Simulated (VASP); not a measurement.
# ZnCd2Te2 in VASP: a series of runs

ZnCd2Te2 is run at these levels: LDA; tasks: single point.

Program: VASP 6.6.1. These are calculated values, not measurements. Logs are shortened: lines on timing, memory, paths and dates and some standing lists are left out, and cuts for length are marked.

## (1) The cell of the first run

The cell holds a slab with vacuum, 5 atoms: a = 4.533 Å, b = 4.533 Å, c = 19.867 Å, α = 90.00°, β = 90.00°, γ = 120.00°.

## (2) Single point, LDA

File INCAR:

```
SYSTEM = ZnCd2Te2
PREC     = Accurate       ! precision mode
ENCUT    = 520            ! plane-wave cutoff, eV
EDIFF    = 1E-6           ! SCF threshold, eV
ISMEAR   = 0              ! smearing method
SIGMA    = 0.05           ! smearing width, eV
LREAL    = .FALSE.        ! projectors in reciprocal space
LASPH    = .TRUE.         ! aspherical terms in the spheres
NELM     = 60             ! most SCF steps
ALGO     = Normal         ! electronic algorithm
ISIF     = 2              ! what is computed and relaxed
LWAVE    = .FALSE.        ! write WAVECAR
LCHARG   = .FALSE.        ! write CHGCAR
LDIPOL   = .TRUE.       
IDIPOL   = 3            
DIPOL    = 0.5 0.5 0.361
GGA      = CA             ! functional
NBANDS   = 32             ! bands
```

File KPOINTS:

```
regular mesh
0
G
  6 6 1
  0 0 0
```

File POSCAR:

```
ZnCd2Te2
1.0
    4.5325544674      0.0000000000      0.0000000000
   -2.2662772337      3.9253073128      0.0000000000
    0.0000000000      0.0000000000     19.8672286441
Te Cd Zn
2 2 1
Direct
    0.0000000000      0.0000000000      0.2013365866
    0.3333333334      0.6666666667      0.3964595968
    0.3333333334      0.6666666667      0.2479059306
    0.6666666667      0.3333333333      0.4211573136
    0.8888888889      0.7777777778      0.5367561571
```

Potentials or basis: VASP PAW LDA potentials, release 64 (Te, Cd, Zn).

On the command line:

```sh
$ cat potpaw_LDA.64/Te/POTCAR potpaw_LDA.64/Cd/POTCAR potpaw_LDA.64/Zn/POTCAR > POTCAR
$ mpirun -np 1 vasp_std > vasp.out
```

OUTCAR:

```text
SYSTEM = ZnCd2Te2
   PREC = Accurate
   ENCUT = 520
   EDIFF = 1E-6
   ISMEAR = 0
   LREAL = .FALSE.
   LASPH = .TRUE.
   NELM = 60
   ISIF = 2
   GGA = CA

 ion  position               nearest neighbor table
   1  0.000  0.000  0.201-   3 2.78   3 2.78   3 2.78
   2  0.333  0.667  0.396-   4 2.66   4 2.66   4 2.66   3 2.95
   3  0.333  0.667  0.248-   1 2.78   1 2.78   1 2.78   2 2.95
   4  0.667  0.333  0.421-   2 2.66   2 2.66   2 2.66   5 2.88
   5  0.889  0.778  0.537-   4 2.88

  LATTYP: Found a hexagonal cell.
 ALAT       =     4.5325544674
 C/A-ratio  =     4.3832299837

  Lattice vectors:

 A1 = (   4.5325544674,   0.0000000000,   0.0000000000)
 A2 = (  -2.2662772337,   3.9253073128,   0.0000000000)
 A3 = (   0.0000000000,   0.0000000000,  19.8672286441)

Analysis of symmetry for initial positions (statically):
=====================================================================
 Subroutine PRICEL returns:
 Original cell was already a primitive cell.

 Routine SETGRP: Setting up the symmetry group for a
 hexagonal supercell.

 Subroutine GETGRP returns: Found  2 space group operations
 (whereof  2 operations were pure point group operations)
 out of a pool of 24 trial point group operations.

The static configuration has the point symmetry C_1h.

Analysis of symmetry for dynamics (positions and initial velocities):
=====================================================================
 Subroutine PRICEL returns:
 Original cell was already a primitive cell.

 Routine SETGRP: Setting up the symmetry group for a
 hexagonal supercell.

 Subroutine GETGRP returns: Found  2 space group operations
 (whereof  2 operations were pure point group operations)
 out of a pool of 24 trial point group operations.

The dynamic configuration has the point symmetry C_1h.

 Subroutine INISYM returns: Found  2 space group operations
 (whereof  2 operations are pure point group operations),
 and found     1 'primitive' translations

----------------------------------------------------------------------------------------

                                     Primitive cell

  volume of cell :     353.4712

  direct lattice vectors                    reciprocal lattice vectors
     4.532554467  0.000000000  0.000000000     0.220626141  0.127378562  0.000000000
    -2.266277234  3.925307313  0.000000000     0.000000000  0.254757124  0.000000000
     0.000000000  0.000000000 19.867228644     0.000000000  0.000000000  0.050334147

  length of vectors
     4.532554467  4.532554467 19.867228644     0.254757124  0.254757124  0.050334147

  position of ions in fractional coordinates (direct lattice)
     0.000000000  0.000000000  0.201336587
     0.333333333  0.666666667  0.396459597
     0.333333333  0.666666667  0.247905931
     0.666666667  0.333333333  0.421157314
     0.888888889  0.777777778  0.536756157

  ion indices of the primitive-cell ions
   primitive index   ion index
                 1           1
                 2           2
                 3           3
                 4           4
                 5           5

----------------------------------------------------------------------------------------

 KPOINTS: regular mesh

Automatic generation of k-mesh.
 Grid dimensions read from file:
 generate k-points for:    6    6    1

 Generating k-lattice:

  Cartesian coordinates                     Fractional coordinates (reciprocal lattice)
     0.036771023  0.021229760  0.000000000     0.166666667  0.000000000  0.000000000
     0.000000000  0.042459521  0.000000000     0.000000000  0.166666667  0.000000000
     0.000000000  0.000000000  0.050334147     0.000000000  0.000000000  1.000000000

  Length of vectors
     0.042459521  0.042459521  0.050334147

  Shift w.r.t. Gamma in fractional coordinates (k-lattice)
     0.000000000  0.000000000  0.000000000

 Subroutine IBZKPT returns following result:
 ===========================================

 Found     13 irreducible k-points:

 Following reciprocal coordinates:
            Coordinates               Weight
  0.000000  0.000000  0.000000      1.000000
  0.166667  0.000000  0.000000      4.000000
  0.000000  0.166667  0.000000      2.000000
  0.333333  0.000000  0.000000      4.000000
  0.000000  0.333333  0.000000      2.000000
  0.500000  0.000000  0.000000      2.000000
  0.000000  0.500000  0.000000      1.000000
  0.166667  0.166667  0.000000      4.000000
 -0.333333  0.166667  0.000000      2.000000
  0.333333  0.166667  0.000000      4.000000
 -0.166667  0.500000  0.000000      4.000000
  0.500000  0.333333  0.000000      4.000000
  0.333333  0.333333  0.000000      2.000000
   k-points           NKPTS =     13   k-points in BZ     NKDIM =     13   number of bands    NBANDS=     32
   number of dos      NEDOS =    301   number of ions     NIONS =      5
   total plane-waves  NPLWV = 194400
   dimension x,y,z NGX =    36 NGY =   36 NGZ =  150
   dimension x,y,z NGXF=    72 NGYF=   72 NGZF=  300
   ions per type =               2   2   1
   NGX,Y,Z   is equivalent  to a cutoff of  13.20, 13.20, 12.55 a.u.
   NGXF,Y,Z  is equivalent  to a cutoff of  26.41, 26.41, 25.10 a.u.
 SYSTEM =  ZnCd2Te2
   PREC   = accura    normal or accurate (medium, high low for compatibility)
   ISTART =      0    job   : 0-new  1-cont  2-samecut
   ICHARG =      2    charge: 1-file 2-atom 10-const
   ISPIN  =      1    spin polarized calculation?
   LNONCOLLINEAR =      F non collinear calculations
   LSORBIT =      F    spin-orbit coupling
   LASPH  =      T    aspherical Exc in radial PAW
   ENCUT  =  520.0 eV  38.22 Ry    6.18 a.u.   8.43  8.43 36.94*2*pi/ulx,y,z
   NELM   =     60;   NELMIN=  2; NELMDL= -5     # of ELM steps
   EDIFF  = 0.1E-05   stopping-criterion for ELM
   LREAL  =      F    real-space projection
   EDIFFG = 0.1E-04   stopping-criterion for IOM
   NSW    =      0    number of steps for IOM
   IBRION =     -1    ionic relax: 0-MD 1-quasi-New 2-CG
   NFREE  =      0    steps in history (QN), initial steepest desc. (CG)
   ISIF   =      2    stress and relaxation
   ISYM   =      2    0-nonsym 1-usesym 2-fastsym
   POTIM  = 0.5000    time-step for ionic-motion
   TEBEG  =    0.0;   TEEND  =   0.0 temperature during run
   PSTRESS=    0.0 pullay stress
   NELECT =      48.0000    total number of electrons
   NUPDOWN=      -1.0000    fix difference up-down
   EMIN   =  10.00;   EMAX   =-10.00  energy-range for DOS
   EFERMI =   0.00;   METHOD = LEGACY
   ISMEAR =     0;   SIGMA  =   0.05  broadening in eV -4-tet -1-fermi 0-gaus
   EFERMI_NEDOS =   21; number of points for ismear=-14 and -15
   IALGO  =     38    algorithm
   IMIX   =      4    mixing-type and parameters
     AMIX     =   0.40;   BMIX     =  1.00
     AMIX_MAG =   1.60;   BMIX_MAG =  1.00
  volume/ion in A,a.u.               =      70.69       477.07
  Fermi-wavevector in a.u.,A,eV,Ry     =   0.841467  1.590143  9.633840  0.708067
  Thomas-Fermi vector in A             =   1.956017
   LORBIT       =      0    0 simple, 1 ext, 2 COOP (PROOUT), +10 PAW based schemes
   GGA     = CA    functional components
   LHFCALC =     F    Hartree Fock is set to
   AEXX    =    0.0000 exact exchange contribution
   IVDW    =     0    specifies the selected vdW correction
   LEPSILON=     F    determine dielectric tensor
   LRPA    =     F    only Hartree local field effects (RPA)
 non-spin polarized calculation
 Gauss-broadening in eV      SIGMA  =   0.05
  energy-cutoff  :      520.00
  volume of cell :      353.47
 maximum number of plane-waves:      9583
 NGX is ok and might be reduce to    36
   NGX = 17   NGY = 17   NGZ = 73

 dipolmoment           0.000000      0.000000      0.000002 electrons x Angstroem

 number of electron      47.9999996 magnetization

 dipolmoment           0.000000      0.000000     -0.183238 electrons x Angstroem

 Free energy of the ion-electron system (eV)
  ---------------------------------------------------
  ext. energy  EPLUGINS =         0.00000000
  ---------------------------------------------------
  free energy    TOTEN  =       -11.38460900 eV

  energy without entropy =      -11.38245530  energy(sigma->0) =      -11.38353215

 E-fermi :  -1.5731     XC(G=0):  -4.7371

 val. band max:       -1.6714439116   @ k =   0.0000   0.0000   0.0000
 cond. band min:      -1.5620502366   @ k =   0.0000   0.5000   0.0000
 fundamental gap:      0.1093936749
 Fermi energy:        -1.5731059521

 k-point     1 :       0.0000    0.0000    0.0000
  band No.  band energies     occupation
      1     -14.3338      2.00000
      2     -12.1895      2.00000
      3     -11.5817      2.00000
      4     -11.5670      2.00000
      5     -11.1779      2.00000
      6     -11.1433      2.00000
[... 24 lines left out ...]
     31       2.8702      0.00000
     32       3.0284      0.00000

 k-point     2 :       0.1667    0.0000    0.0000
  band No.  band energies     occupation
      1     -14.2404      2.00000
      2     -12.1170      2.00000
      3     -11.5385      2.00000
      4     -11.5187      2.00000
      5     -11.1867      2.00000
      6     -11.1584      2.00000
[... 24 lines left out ...]
     31       2.6598      0.00000
     32       3.1994      0.00000
[... 348 lines left out ...]
     31       3.5059      0.00000
     32       3.6929      0.00000

 k-point    13 :       0.3333    0.3333    0.0000
  band No.  band energies     occupation
      1     -13.9160      2.00000
      2     -11.8804      2.00000
      3     -11.3782      2.00000
      4     -11.2705      2.00000
      5     -11.2202      2.00000
      6     -11.1860      2.00000
[... 24 lines left out ...]
     31       3.6813      0.00000
     32       4.0748      0.00000

------------------------ aborting loop because EDIFF is reached ----------------------------------------

 vacuum level on the upper side and lower side of the slab       (xc-potential included)        -0.914         0.900

  FORCE on cell =-STRESS in cart. coord.  units (eV):
  Direction    XX          YY          ZZ          XY          YZ          ZX
  --------------------------------------------------------------------------------------
  -------------------------------------------------------------------------------------
  Total        1.1995131      0.1813955     -0.1514379      0.0000000     -0.1297546      0.0000000
  in kB        5.4370284      0.8222106     -0.6864218      0.0000000     -0.5881383      0.0000000
  external PRESSURE =       1.8576057 kB  Pullay stress =       0.0000000 kB

 VOLUME and BASIS-vectors are now :
 -----------------------------------------------------------------------------
  energy-cutoff  :      520.00
  volume of cell :      353.47
      direct lattice vectors                 reciprocal lattice vectors
     4.532554467  0.000000000  0.000000000     0.220626141  0.127378562  0.000000000
    -2.266277234  3.925307313  0.000000000     0.000000000  0.254757124  0.000000000
     0.000000000  0.000000000 19.867228644     0.000000000  0.000000000  0.050334147

 POSITION                                       TOTAL-FORCE (eV/Angst)
 -----------------------------------------------------------------------------------
      0.00000      0.00000      4.00000         0.000000      0.018565      0.335632
      0.00000      2.61687      7.87655         0.000000      0.011607     -0.464798
      0.00000      2.61687      4.92520         0.000000     -0.003022     -0.303853
      2.26628      1.30844      8.36723         0.000000     -0.004060      0.417356
      2.26628      3.05302     10.66386        -0.000000     -0.023090      0.015663
 -----------------------------------------------------------------------------------
    total drift:                               -0.000000     -0.000077     -0.001775

  FREE ENERGIE OF THE ION-ELECTRON SYSTEM (eV)
  ---------------------------------------------------
  free  energy   TOTEN  =       -11.3846090010 eV

  energy  without entropy=      -11.3824552985  energy(sigma->0) =      -11.38353215

 vacuum level on the upper side and lower side of the slab         2.418         4.281
```

Run time: 5.1 min. Hardware: 1 thread of Intel Xeon 6975P-C (Granite Rapids), shared host; peak memory 0.45 GiB.

What came out:

```yaml
Free_energy: -11.3846 eV
Largest_force: 0.465 eV/Å
Band_gap_on_the_k_mesh: zero (filled and empty bands overlap)
```

Forces on the atoms (eV/Å):
```
Te   0.000  0.019  0.336
Te   0.000  0.012 -0.465
Cd   0.000 -0.003 -0.304
Cd   0.000 -0.004  0.417
Zn   0.000 -0.023  0.016
```

Caveat: spin-orbit coupling is left out, which moves the levels of the heavy elements.

## (3) Single point, LDA

File INCAR:

```
SYSTEM = ZnCd2Te2
PREC     = Accurate       ! precision mode
ENCUT    = 520            ! plane-wave cutoff, eV
EDIFF    = 1E-7           ! SCF threshold, eV
ISMEAR   = 0              ! smearing method
SIGMA    = 0.05           ! smearing width, eV
LREAL    = .False.        ! projectors in reciprocal space
LASPH    = .True.         ! aspherical terms in the spheres
NELM     = 100            ! most SCF steps
ALGO     = Normal         ! electronic algorithm
ISIF     = 2              ! what is computed and relaxed
LWAVE    = .False.        ! write WAVECAR
LCHARG   = .False.        ! write CHGCAR
LDIPOL   = .True.       
IDIPOL   = 3            
DIPOL    = 0.5 0.5 0.365
NBANDS   = 32             ! bands
```

File KPOINTS:

```
regular mesh
0
Gamma
  6 6 1
  0 0 0
```

File POSCAR:

```
ZnCd2Te2
1.0
    4.5325544674      0.0000000000      0.0000000000
   -2.2662772337      3.9253073128      0.0000000000
    0.0000000000      0.0000000000     19.8672286441
Te Cd Zn
2 2 1
Direct
    0.0000000000      0.0000000000      0.2013365866
    0.3333333333      0.6666666667      0.3964595968
    0.3333333333      0.6666666667      0.2479059306
    0.6666666667      0.3333333334      0.4211573136
    1.1111111111      0.5555555556      0.5591845746
```

Potentials or basis: VASP PAW LDA potentials, release 64 (Te, Cd, Zn).

On the command line:

```sh
$ cat potpaw_LDA.64/Te/POTCAR potpaw_LDA.64/Cd/POTCAR potpaw_LDA.64/Zn/POTCAR > POTCAR
$ mpirun -np 1 vasp_std > vasp.out
```

Wall time 5.1 min (1 thread of Intel Xeon 6975P-C (Granite Rapids), shared host); peak memory 0.44 GiB.

It converged, with:

- Free energy: -11.2379 eV
- Largest force: 0.395 eV/Å
- Band gap on the k mesh: zero (filled and empty bands touch)

Forces in eV/Å, atoms in the order of the input:
```
Te   0.028  0.016  0.375
Te   0.145  0.084 -0.357
Cd   0.002  0.001 -0.355
Cd   0.016  0.009  0.346
Zn  -0.191 -0.110 -0.008
```

Levels at points of the mesh, in eV from the Fermi level:
```tsv
k point	band 21	band 22	band 23	band 24	band 25	band 26	band 27	band 28
(0.00, 0.00, 0.00)	-1.93	-1.30	-0.27	0.00	0.00	1.45	2.26	3.35
(0.50, 0.00, 0.00)	-3.10	-1.95	-1.06	-1.00	0.17	1.09	2.14	2.55
(0.00, 0.50, 0.00)	-3.10	-1.82	-1.06	-0.82	0.23	0.85	2.08	2.76
```

Caveat: spin-orbit coupling is left out, which moves the levels of the heavy elements.

## (4) Single point, LDA

File INCAR:

```
PREC     = Accurate       # precision mode
ENCUT    = 520            # plane-wave cutoff, eV
EDIFF    = 1E-7           # SCF threshold, eV
ISMEAR   = 0              # smearing method
SIGMA    = 0.05           # smearing width, eV
LREAL    = False          # projectors in reciprocal space
LASPH    = True           # aspherical terms in the spheres
NELM     = 60             # most SCF steps
ALGO     = Normal         # electronic algorithm
ISIF     = 2              # what is computed and relaxed
LWAVE    = False          # write WAVECAR
LCHARG   = False          # write CHGCAR
LDIPOL   = True         
IDIPOL   = 3            
DIPOL    = 0.5 0.5 0.361
NBANDS   = 32             # bands
```

File KPOINTS:

```
Automatic mesh
0
Gamma
  6 6 1
```

POSCAR: that of step 3 with these lines changed.

```diff
@@ -11,3 +11,3 @@
     0.3333333333      0.6666666667      0.2479059306
-    0.6666666667      0.3333333334      0.4211573136
-    1.1111111111      0.5555555556      0.5591845746
+    0.6666666667      0.3333333333      0.4211573136
+    1.1111111111      1.2222222222      0.5375472533
```

On the command line:

```sh
$ cat potpaw_LDA.64/Te/POTCAR potpaw_LDA.64/Cd/POTCAR potpaw_LDA.64/Zn/POTCAR > POTCAR
$ mpirun -np 1 vasp_std > vasp.out
```

It took 4.8 min on 1 thread of Intel Xeon 6975P-C (Granite Rapids), shared host; peak memory 0.44 GiB.

Results (log left out):

* Free energy: -11.3243 eV
* Largest force: 0.525 eV/Å
* Band gap on the k mesh: zero (filled and empty bands touch)

Forces on the atoms (eV/Å):
```
Te   0.000  0.013  0.366
Te   0.000  0.224 -0.474
Cd   0.000  0.009 -0.328
Cd   0.000 -0.097  0.422
Zn   0.000 -0.149  0.014
```

Levels at points of the mesh, in eV from the Fermi level:
```tsv
k point	band 22	band 23	band 24	band 25	band 26	band 27
(0.00, 0.00, 0.00)	-1.02	-0.17	0.00	0.00	1.58	2.51
(0.50, 0.00, 0.00)	-1.71	-1.06	-1.03	0.10	1.11	2.49
(0.00, 0.50, 0.00)	-2.18	-1.06	-0.85	0.64	1.47	1.75
```

Caveat: spin-orbit coupling is left out, which moves the levels of the heavy elements.

## (5) Single point, LDA

File INCAR:

```
SYSTEM = ZnCd2Te2
PREC = Accurate
ENCUT = 520
EDIFF = 1E-7
ISMEAR = 0
SIGMA = 0.05
LREAL = .False.
LASPH = .True.
NELM = 60
ALGO = Normal
ISIF = 2
LWAVE = .False.
LCHARG = .True.
LDIPOL = .True.
IDIPOL = 3
DIPOL = 0.5 0.5 0.366
GGA = CA
LELF = .True.
LVHAR = .True.
LVACPOTAV = .True.
NBANDS = 32
```

File KPOINTS:

```
Automatic mesh
0
Gamma
  6 6 1
  0 0 0
```

POSCAR: that of step 4 with these lines changed.

```diff
@@ -11,3 +11,3 @@
     0.3333333333      0.6666666667      0.2479059306
-    0.6666666667      0.3333333333      0.4211573136
-    1.1111111111      1.2222222222      0.5375472533
+    0.6666666667      0.3333333334      0.4211573136
+    1.5555555556      0.7777777778      0.5622203609
```

On the command line:

```sh
$ cat potpaw_LDA.64/Te/POTCAR potpaw_LDA.64/Cd/POTCAR potpaw_LDA.64/Zn/POTCAR > POTCAR
$ mpirun -np 1 vasp_std > vasp.out
```

It took 6.7 min on 1 thread of Intel Xeon 6975P-C (Granite Rapids), shared host; peak memory 0.45 GiB.

Results (log left out):

```
Free energy            : -11.2045 eV
Largest force          : 0.372 eV/Å
Band gap on the k mesh : zero (filled and empty bands touch)
```

Forces on the atoms (eV/Å):
```
Te  -0.014 -0.008  0.372
Te  -0.113 -0.065 -0.298
Cd  -0.004 -0.003 -0.347
Cd   0.033  0.019  0.264
Zn   0.098  0.057  0.009
```

Levels at points of the mesh, in eV from the Fermi level:
| k point | band 20 | band 21 | band 22 | band 23 | band 24 | band 25 | band 26 | band 27 | band 28 | band 29 |
| --- | --- | --- | --- | --- | --- | --- | --- | --- | --- | --- |
| (0.00, 0.00, 0.00) | -1.92 | -1.90 | -1.30 | -0.23 | 0.00 | 0.00 | 1.46 | 2.29 | 3.33 | 3.44 |
| (0.50, 0.00, 0.00) | -3.23 | -3.08 | -1.89 | -1.06 | -0.82 | 0.59 | 0.88 | 1.88 | 2.82 | 3.34 |
| (0.00, 0.50, 0.00) | -3.30 | -3.02 | -1.72 | -1.06 | -0.97 | 0.13 | 1.03 | 2.38 | 2.52 | 3.59 |

Caveat: spin-orbit coupling is left out, which moves the levels of the heavy elements.
